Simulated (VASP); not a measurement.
# MgS (Fm-3m) in VASP: notebook

The runs below take MgS through single point, with r2SCAN.

All numbers are computed with VASP 6.6.1; they aren't measurements. Logs are shortened: lines on timing, memory, paths and dates and some standing lists are left out, and cuts for length are marked.

## Step 1: The cell of the first run

It takes space group Fm-3m (No. 225, cubic). The conventional cell has a = 5.074 Å, b = 5.074 Å, c = 5.074 Å, α = 90.00°, β = 90.00°, γ = 90.00°. Mg (site symmetry m-3m) has 6 S at 2.54 Å within 3.3 Å. Within 3.3 Å of S (site symmetry m-3m) lie 6 Mg at 2.54 Å.

## Step 2: Single point, r2SCAN

POSCAR reads:

```
MgS
1.0
    2.5372448208      2.5372448208      0.0000000000
   -2.5372448208      2.5372448208      0.0000000000
    0.0000000000      2.5372448208      2.5372448208
Mg S
1 1
Direct
    0.0000000000      0.0000000000      0.0000000000
    0.5000000000      0.5000000000      0.0000000000
```

INCAR.step1 reads:

```
SYSTEM = MgS
  PREC = Accurate
  ENCUT = 520
  ISMEAR = 0
  SIGMA = 0.01
  LREAL = .False.
  LASPH = .True.
  NELM = 80
  NBANDS = 11
  GGA = PE
  ALGO = Normal
  EDIFF = 1E-4
  LWAVE = .True.
  LCHARG = .False.
```

INCAR.step2 reads:

```
SYSTEM = MgS
  PREC = Accurate
  ENCUT = 520
  EDIFF = 1E-6
  ISMEAR = 0
  SIGMA = 0.01
  LREAL = .False.
  LASPH = .True.
  NELM = 80
  ALGO = Normal
  ISIF = 2
  LWAVE = .False.
  LCHARG = .True.
  METAGGA = R2SCAN
  LMIXTAU = .True.
  LELF = .True.
  LVHAR = .True.
  NBANDS = 11
  ISTART = 1
```

KPOINTS reads:

```
regular mesh
0
Gamma
  8 8 8
  0 0 0
```

Potentials or basis: VASP PAW PBE potentials, release 64 (Mg, S).

Launch:

```sh
> cat potpaw_PBE.64/Mg/POTCAR potpaw_PBE.64/S/POTCAR > POTCAR
> cp INCAR.step1 INCAR
> mpirun -np 1 vasp_std > vasp.out
> cp INCAR.step2 INCAR
> mpirun -np 1 vasp_std > vasp.out
```

OUTCAR:

```text
SYSTEM = MgS
   PREC = Accurate
   ENCUT = 520
   EDIFF = 1E-6
   ISMEAR = 0
   LREAL = .False.
   LASPH = .True.
   NELM = 80
   ISIF = 2
   METAGGA = R2SCAN
   ISTART = 1

 ion  position               nearest neighbor table
   1  0.000  0.000  0.000-   2 2.54   2 2.54   2 2.54   2 2.54   2 2.54   2 2.54
   2  0.500  0.500  0.000-   1 2.54   1 2.54   1 2.54   1 2.54   1 2.54   1 2.54

  LATTYP: Found a face centered cubic cell.
 ALAT       =     5.0744896416

  Lattice vectors:

 A1 = (   0.0000000000,   2.5372448208,   2.5372448208)
 A2 = (   2.5372448208,   0.0000000000,   2.5372448208)
 A3 = (   2.5372448208,   2.5372448208,   0.0000000000)

Analysis of symmetry for initial positions (statically):
=====================================================================
 Subroutine PRICEL returns:
 Original cell was already a primitive cell.

 Routine SETGRP: Setting up the symmetry group for a
 face centered cubic supercell.

 Subroutine GETGRP returns: Found 48 space group operations
 (whereof 48 operations were pure point group operations)
 out of a pool of 48 trial point group operations.

The static configuration has the point symmetry O_h .

Analysis of symmetry for dynamics (positions and initial velocities):
=====================================================================
 Subroutine PRICEL returns:
 Original cell was already a primitive cell.

 Routine SETGRP: Setting up the symmetry group for a
 face centered cubic supercell.

 Subroutine GETGRP returns: Found 48 space group operations
 (whereof 48 operations were pure point group operations)
 out of a pool of 48 trial point group operations.

The dynamic configuration has the point symmetry O_h .

 Subroutine INISYM returns: Found 48 space group operations
 (whereof 48 operations are pure point group operations),
 and found     1 'primitive' translations

----------------------------------------------------------------------------------------

                                     Primitive cell

  volume of cell :      32.6676

  direct lattice vectors                    reciprocal lattice vectors
     2.537244821  2.537244821  0.000000000     0.197064152  0.197064152 -0.197064152
    -2.537244821  2.537244821  0.000000000    -0.197064152  0.197064152 -0.197064152
     0.000000000  2.537244821  2.537244821     0.000000000  0.000000000  0.394128305

  length of vectors
     3.588206037  3.588206037  3.588206037     0.341325124  0.341325124  0.394128305

  position of ions in fractional coordinates (direct lattice)
     0.000000000  0.000000000  0.000000000
     0.500000000  0.500000000  0.000000000

  ion indices of the primitive-cell ions
   primitive index   ion index
                 1           1
                 2           2

----------------------------------------------------------------------------------------

 KPOINTS: regular mesh

Automatic generation of k-mesh.
 Grid dimensions read from file:
 generate k-points for:    8    8    8

 Generating k-lattice:

  Cartesian coordinates                     Fractional coordinates (reciprocal lattice)
     0.024633019  0.024633019 -0.024633019     0.125000000  0.000000000  0.000000000
    -0.024633019  0.024633019 -0.024633019     0.000000000  0.125000000  0.000000000
     0.000000000  0.000000000  0.049266038     0.000000000  0.000000000  0.125000000

  Length of vectors
     0.042665641  0.042665641  0.049266038

  Shift w.r.t. Gamma in fractional coordinates (k-lattice)
     0.000000000  0.000000000  0.000000000

 Subroutine IBZKPT returns following result:
 ===========================================

 Found     29 irreducible k-points:

 Following reciprocal coordinates:
            Coordinates               Weight
  0.000000  0.000000  0.000000      1.000000
  0.125000  0.000000  0.000000      8.000000
  0.250000  0.000000  0.000000      8.000000
  0.375000  0.000000  0.000000      8.000000
  0.500000  0.000000  0.000000      4.000000
  0.125000  0.125000  0.000000     12.000000
[... 16 lines left out ...]
  0.375000  0.250000  0.125000     48.000000
  0.500000  0.250000  0.125000     24.000000
 [... further k-points ...]
   k-points           NKPTS =     29   k-points in BZ     NKDIM =     29   number of bands    NBANDS=     11
   number of dos      NEDOS =    301   number of ions     NIONS =      2
   total plane-waves  NPLWV =  21952
   dimension x,y,z NGX =    28 NGY =   28 NGZ =   28
   dimension x,y,z NGXF=    56 NGYF=   56 NGZF=   56
   ions per type =               1   1
   NGX,Y,Z   is equivalent  to a cutoff of  12.97, 12.97, 12.97 a.u.
   NGXF,Y,Z  is equivalent  to a cutoff of  25.95, 25.95, 25.95 a.u.
 SYSTEM =  MgS
   PREC   = accura    normal or accurate (medium, high low for compatibility)
   ISTART =      1    job   : 0-new  1-cont  2-samecut
   ICHARG =      0    charge: 1-file 2-atom 10-const
   ISPIN  =      1    spin polarized calculation?
   LNONCOLLINEAR =      F non collinear calculations
   LSORBIT =      F    spin-orbit coupling
   LASPH  =      T    aspherical Exc in radial PAW
   ENCUT  =  520.0 eV  38.22 Ry    6.18 a.u.   6.67  6.67  6.67*2*pi/ulx,y,z
   NELM   =     80;   NELMIN=  2; NELMDL=  0     # of ELM steps
   EDIFF  = 0.1E-05   stopping-criterion for ELM
   LREAL  =      F    real-space projection
   EDIFFG = 0.1E-04   stopping-criterion for IOM
   NSW    =      0    number of steps for IOM
   IBRION =     -1    ionic relax: 0-MD 1-quasi-New 2-CG
   NFREE  =      0    steps in history (QN), initial steepest desc. (CG)
   ISIF   =      2    stress and relaxation
   ISYM   =      2    0-nonsym 1-usesym 2-fastsym
   POTIM  = 0.5000    time-step for ionic-motion
   TEBEG  =    0.0;   TEEND  =   0.0 temperature during run
   PSTRESS=    0.0 pullay stress
   NELECT =       8.0000    total number of electrons
   NUPDOWN=      -1.0000    fix difference up-down
   EMIN   =  10.00;   EMAX   =-10.00  energy-range for DOS
   EFERMI =   0.00;   METHOD = LEGACY
   ISMEAR =     0;   SIGMA  =   0.01  broadening in eV -4-tet -1-fermi 0-gaus
   EFERMI_NEDOS =   21; number of points for ismear=-14 and -15
   IALGO  =     38    algorithm
   IMIX   =      4    mixing-type and parameters
     AMIX     =   0.40;   BMIX     =  1.00
     AMIX_MAG =   1.60;   BMIX_MAG =  1.00
  volume/ion in A,a.u.               =      16.33       110.23
  Fermi-wavevector in a.u.,A,eV,Ry     =   1.024234  1.935521 14.273259  1.049055
  Thomas-Fermi vector in A             =   2.158010
   LORBIT       =      0    0 simple, 1 ext, 2 COOP (PROOUT), +10 PAW based schemes
   METAGGA = R2SCAN    functional components
   LHFCALC =     F    Hartree Fock is set to
   AEXX    =    0.0000 exact exchange contribution
   IVDW    =     0    specifies the selected vdW correction
   LEPSILON=     F    determine dielectric tensor
   LRPA    =     F    only Hartree local field effects (RPA)
 non-spin polarized calculation
 Gauss-broadening in eV      SIGMA  =   0.01
  energy-cutoff  :      520.00
  volume of cell :       32.67
 maximum number of plane-waves:       894
   NGX = 13   NGY = 13   NGZ = 13

 number of electron       8.0000000 magnetization

 Free energy of the ion-electron system (eV)
  ---------------------------------------------------
  ext. energy  EPLUGINS =         0.00000000
  ---------------------------------------------------
  free energy    TOTEN  =       -15.46579088 eV

  energy without entropy =      -15.46579088  energy(sigma->0) =      -15.46579088

 E-fermi :   4.3207     XC(G=0): -10.4276

 val. band max:        4.1913662337   @ k =   0.0000   0.0000   0.0000
 cond. band min:       7.7840977716   @ k =   0.5000   0.5000   0.0000
 fundamental gap:      3.5927315379
 Fermi energy:         4.3206663248

 k-point     1 :       0.0000    0.0000    0.0000
  band No.  band energies     occupation
      1      -9.4555      2.00000
      2       4.1914      2.00000
      3       4.1914      2.00000
      4       4.1914      2.00000
      5       9.4706      0.00000
      6      12.6568      0.00000
      7      12.6568      0.00000
      8      12.6568      0.00000
      9      15.2121      0.00000
     10      15.2121      0.00000
     11      17.9371      0.00000

 k-point     2 :       0.1250    0.0000    0.0000
  band No.  band energies     occupation
      1      -9.2812      2.00000
      2       3.1193      2.00000
      3       4.0679      2.00000
      4       4.0679      2.00000
      5      10.1732      0.00000
      6      12.4804      0.00000
      7      12.9560      0.00000
      8      12.9560      0.00000
      9      14.6733      0.00000
     10      14.6733      0.00000
     11      18.5504      0.00000

 k-point     3 :       0.2500    0.0000    0.0000
  band No.  band energies     occupation
      1      -8.8060      2.00000
      2       1.1893      2.00000
      3       3.8000      2.00000
      4       3.8000      2.00000
      5      10.1553      0.00000
      6      12.6873      0.00000
      7      12.6873      0.00000
      8      13.8270      0.00000
      9      15.2961      0.00000
     10      15.2961      0.00000
     11      17.7173      0.00000

 k-point     4 :       0.3750    0.0000    0.0000
  band No.  band energies     occupation
      1      -8.2170      2.00000
      2      -0.4456      2.00000
      3       3.5654      2.00000
      4       3.5654      2.00000
      5       9.6938      0.00000
      6      12.0269      0.00000
      7      12.0269      0.00000
      8      15.8770      0.00000
      9      17.2158      0.00000
     10      17.4288      0.00000
     11      17.4288      0.00000
[... 239 lines left out ...]
 k-point    22 :       0.2500    0.2500    0.1250
  band No.  band energies     occupation
      1      -8.4307      2.00000
      2       0.8983      2.00000
      3       2.5367      2.00000
      4       3.4007      2.00000
      5      11.0242      0.00000
      6      11.2127      0.00000
      7      12.2994      0.00000
      8      14.5131      0.00000
      9      15.1957      0.00000
     10      18.3565      0.00000
     11      20.8891      0.00000

 k-point    23 :       0.3750    0.2500    0.1250
  band No.  band energies     occupation
      1      -7.9284      2.00000
      2      -0.0827      2.00000
      3       1.9422      2.00000
      4       3.0483      2.00000
      5      10.6556      0.00000
      6      11.3959      0.00000
      7      12.8661      0.00000
      8      14.3204      0.00000
      9      17.0809      0.00000
     10      20.0243      0.00000
     11      20.8177      0.00000

 k-point    24 :       0.5000    0.2500    0.1250
  band No.  band energies     occupation
      1      -7.6840      2.00000
      2      -0.5493      2.00000
      3       1.7869      2.00000
      4       2.8706      2.00000
      5      10.5791      0.00000
      6      11.1192      0.00000
      7      13.5324      0.00000
      8      14.7806      0.00000
      9      17.6503      0.00000
     10      19.3120      0.00000
     11      21.1686      0.00000

 [... further k-points ...]

------------------------ aborting loop because EDIFF is reached ----------------------------------------

  FORCE on cell =-STRESS in cart. coord.  units (eV):
  Direction    XX          YY          ZZ          XY          YZ          ZX
  --------------------------------------------------------------------------------------
  -------------------------------------------------------------------------------------
  Total        1.3158574      1.3158574      1.3158574      0.0000000      0.0000000      0.0000000
  in kB       64.5360374     64.5360374     64.5360374      0.0000000      0.0000000      0.0000000
  external PRESSURE =      64.5360374 kB  Pullay stress =       0.0000000 kB

 VOLUME and BASIS-vectors are now :
 -----------------------------------------------------------------------------
  energy-cutoff  :      520.00
  volume of cell :       32.67
      direct lattice vectors                 reciprocal lattice vectors
     2.537244821  2.537244821  0.000000000     0.197064152  0.197064152 -0.197064152
    -2.537244821  2.537244821  0.000000000    -0.197064152  0.197064152 -0.197064152
     0.000000000  2.537244821  2.537244821     0.000000000  0.000000000  0.394128305

 POSITION                                       TOTAL-FORCE (eV/Angst)
 -----------------------------------------------------------------------------------
      0.00000      0.00000      0.00000         0.000000     -0.000000      0.000000
      0.00000      2.53724      0.00000         0.000000      0.000000      0.000000
 -----------------------------------------------------------------------------------
    total drift:                               -0.000000      0.000000     -0.000000

  FREE ENERGIE OF THE ION-ELECTRON SYSTEM (eV)
  ---------------------------------------------------
  free  energy   TOTEN  =       -15.4657908815 eV

  energy  without entropy=      -15.4657908815  energy(sigma->0) =      -15.46579088
```

Run time: 25 s. Hardware: 1 thread of Intel Xeon 6975P-C (Granite Rapids), shared host; peak memory 0.16 GiB.

What came out:

```yaml
Free_energy: -15.4658 eV
Pressure: 6.5 GPa
Band_gap_on_the_k_mesh: 3.59 eV, indirect (least direct gap 5.28 eV)
```

Levels at points of the mesh, in eV from the valence-band top:
```tsv
k point	band 1	band 2	band 3	band 4	band 5	band 6	band 7	band 8
(0.00, 0.00, 0.00)	-13.65	0.00	0.00	0.00	5.28	8.47	8.47	8.47
(0.50, 0.00, 0.00)	-12.11	-5.30	-0.72	-0.72	5.33	7.58	7.58	12.09
(0.50, 0.50, 0.00)	-11.66	-4.69	-1.91	-1.91	3.59	4.68	13.71	13.95
```

Caveat: the PAW data sets were made with another functional, which shifts forces and pressure a little.

## Step 3: Single point, r2SCAN

POSCAR is that of step 2.

INCAR.step1 reads:

```
PREC = Accurate
ENCUT = 520
ISMEAR = 0
SIGMA = 0.01
LREAL = F
LASPH = T
NELM = 100
NBANDS = 11
GGA = PE
ALGO = Normal
EDIFF = 1E-4
LWAVE = T
LCHARG = F
```

INCAR.step2 reads:

```
PREC = Accurate
ENCUT = 520
EDIFF = 1E-6
ISMEAR = 0
SIGMA = 0.01
LREAL = F
LASPH = T
NELM = 100
ALGO = Normal
ISIF = 2
LWAVE = F
LCHARG = T
METAGGA = R2SCAN
LMIXTAU = T
LELF = T
LVHAR = T
NBANDS = 11
ISTART = 1
```

KPOINTS reads:

```
regular mesh
0
Gamma
  8 8 8
```

Potentials or basis: VASP PAW PBE potentials, release 64 (Mg, S).

Launch:

```sh
> cat potpaw_PBE.64/Mg/POTCAR potpaw_PBE.64/S/POTCAR > POTCAR
> cp INCAR.step1 INCAR
> mpirun -np 1 vasp_std > vasp.out
> cp INCAR.step2 INCAR
> mpirun -np 1 vasp_std > vasp.out
```

Run time: 25 s. Hardware: 1 thread of Intel Xeon 6975P-C (Granite Rapids), shared host; peak memory 0.16 GiB.

The run converged. Its results:

* Free energy: -15.4658 eV
* Pressure: 6.5 GPa
* Band gap on the k mesh: 3.59 eV, indirect (least direct gap 5.28 eV)

Levels at points of the mesh, in eV from the valence-band top:
```tsv
k point	band 1	band 2	band 3	band 4	band 5	band 6	band 7	band 8	band 9
(0.00, 0.00, 0.00)	-13.65	0.00	0.00	0.00	5.28	8.47	8.47	8.47	11.02
(0.50, 0.00, 0.00)	-12.11	-5.30	-0.72	-0.72	5.33	7.58	7.58	12.09	13.73
(0.50, 0.50, 0.00)	-11.66	-4.69	-1.91	-1.91	3.59	4.68	13.71	13.95	15.37
```

Caveat: the PAW data sets were made with another functional, which shifts forces and pressure a little.

## Step 4: Single point, r2SCAN

This run uses another cell than the first one, of 16.82 Å³/atom, 1.030 times its volume.

POSCAR reads:

```
MgS
1.0
    2.5621183234      2.5621183234      0.0000000000
   -2.5621183234      2.5621183234      0.0000000000
    0.0000000000      2.5621183234      2.5621183234
Mg S
1 1
Direct
    0.0000000000      0.0000000000      0.0000000000
    0.5000000000      0.5000000000      0.0000000000
```

Changes to INCAR.step1 since step 3:

```diff
@@ -6,3 +6,3 @@
 LASPH = T
-NELM = 100
+NELM = 80
 NBANDS = 11
```

Changes to INCAR.step2 since step 3:

```diff
@@ -7,3 +7,3 @@
 LASPH = T
-NELM = 100
+NELM = 80
 ALGO = Normal
```

KPOINTS reads:

```
Automatic mesh
0
Gamma
  8 8 8
```

Launch:

```sh
> cat potpaw_PBE.64/Mg/POTCAR potpaw_PBE.64/S/POTCAR > POTCAR
> cp INCAR.step1 INCAR
> mpirun -np 1 vasp_std > vasp.out
> cp INCAR.step2 INCAR
> mpirun -np 1 vasp_std > vasp.out
```

It took 28 s on 1 thread of Intel Xeon 6975P-C (Granite Rapids), shared host; peak memory 0.16 GiB.

It converged, with:

```
Free energy            : -15.4960 eV
Pressure               : 3.5 GPa
Band gap on the k mesh : 3.53 eV, indirect (least direct gap 5.01 eV)
```

Levels at points of the mesh, in eV from the valence-band top:
```tsv
k point	band 1	band 2	band 3	band 4	band 5	band 6	band 7	band 8
(0.00, 0.00, 0.00)	-13.46	0.00	0.00	0.00	5.01	8.49	8.49	8.49
(0.50, 0.00, 0.00)	-12.01	-5.13	-0.68	-0.68	5.28	7.55	7.55	11.76
(0.50, 0.50, 0.00)	-11.58	-4.52	-1.84	-1.84	3.53	4.78	13.62	13.63
```

Caveat: the PAW data sets were made with another functional, which shifts forces and pressure a little.

[end of part 1 of 2]
